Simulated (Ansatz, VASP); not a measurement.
## One calculation of Se, two programs

INCAR

```
PREC = Accurate
ENCUT = 600
EDIFF = 1E-6
ISMEAR = 0
SIGMA = 0.1
LREAL = False
LASPH = True
NELM = 100
ALGO = Normal
ISIF = 3
LWAVE = False
LCHARG = False
GGA = PE
IBRION = 2
NSW = 100
EDIFFG = -0.01
```

KPOINTS

```
regular mesh
0
Gamma
  12 12 6
```

POSCAR

```
Se
1.0
    4.4497557691      0.0000000000      0.0000000000
   -2.2248778845      3.8536015366      0.0000000000
    0.0000000000      0.0000000000      8.8717189754
Se
4
Direct
    0.0000000000      0.0000000000      0.2500000000
    0.0000000000      0.0000000000      0.7500000000
    0.3333333333      0.6666666667      0.7500000000
    0.6666666667      0.3333333333      0.2500000000
```

Input for Ansatz:

```yaml
crystal:
  lattice:
    - [4.4497557691, 0.0, 0.0]
    - [-2.2248778845, 3.8536015366, 0.0]
    - [0.0, 0.0, 8.8717189754]
  atoms:
    - { symbol: Se, position: [0.0, 0.0, 0.25] }
    - { symbol: Se, position: [0.0, 0.0, 0.75] }
    - { symbol: Se, position: [0.3333333333, 0.6666666667, 0.75] }
    - { symbol: Se, position: [0.6666666667, 0.3333333333, 0.25] }
basis:
  ecutwfc: 420
kpoints:
  mp_grid: { grid: [12, 12, 6] }
hamiltonian:
  xc: pbe
scf:
  occupations: { method: gaussian, width: 0.1 }
output:
  forces: true
  stress: true
  eigenvalues: true
relax:
  adjacent_minimum: "off"
  f_tol: 0.01
  max_steps: 80
  cell: { stress_tol: 0.05 }
```

Alike in both runs: task relaxation of cell and atoms; functional PBE; k mesh 12 × 12 × 6; occupations gaussian, width 0.1 eV; no spin polarisation.

|  | VASP | Ansatz |
| --- | --- | --- |
| version | VASP 6.6.1 | Ansatz 0.2.0 |
| potentials or method | VASP PAW PBE potentials, release 64 (Se), cutoff 600 eV | scalar-relativistic, plane waves, PAW |
| valence electrons in the cell | 24 | 64 |

|  | VASP | Ansatz | Ansatz less VASP |
| --- | --- | --- | --- |
| gap on the k mesh at the Fermi level, each at its own relaxed structure (eV) | none | none | - |
| relaxed volume (Å³/atom) | 34.74 | 34.52 | -0.217 |
| relaxed length of the cell vector where the two differ most in proportion (Å) | 8.008 | 7.959 | -0.0482 |

A gap of «none» marks a metal or a gap that the smearing closes. VASP's potentials hold 24 valence electrons a cell and Ansatz's 64, so a difference there can come from the potentials and not from the codes.
